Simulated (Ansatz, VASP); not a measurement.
## One calculation of AlH2, two programs

```
Al H
1.0
     3.06801    0.00000    0.00000
    -1.53400    2.65697    0.00000
     0.00000    0.00000    3.04200
Al H
1 2
Direct
  0.00000 0.00000 0.50000
  0.33333 0.66667 0.26074
  0.66667 0.33333 0.73926
```

Alike in both runs: task relaxation of cell and atoms; functional PBE; k mesh 18 × 18 × 16; occupations gaussian, width 0.1 eV; no spin polarisation.

|  | VASP | Ansatz |
| --- | --- | --- |
| version | VASP 6.6.1 | Ansatz 0.2.0 |
| potentials or method | VASP PAW PBE potentials, release 64 (Al, H), cutoff 600 eV | scalar-relativistic, plane waves, PAW |
| valence electrons in the cell | 5 | 5 |

VASP gave:

| Property | Result |
| --- | --- |
| gap on the k mesh at the Fermi level, each at its own relaxed structure (eV) | none |
| relaxed volume (Å³/atom) | 8.12 |
| relaxed length of the cell vector where the two differ most in proportion (Å) | 3.107 |

Problem. Estimate Ansatz's values.

Solution. gap on the k mesh at the Fermi level, each at its own relaxed structure (eV): none; relaxed volume (Å³/atom): 8.13; relaxed length of the cell vector where the two differ most in proportion (Å): 3.110.

A gap of «none» marks a metal or a gap that the smearing closes.
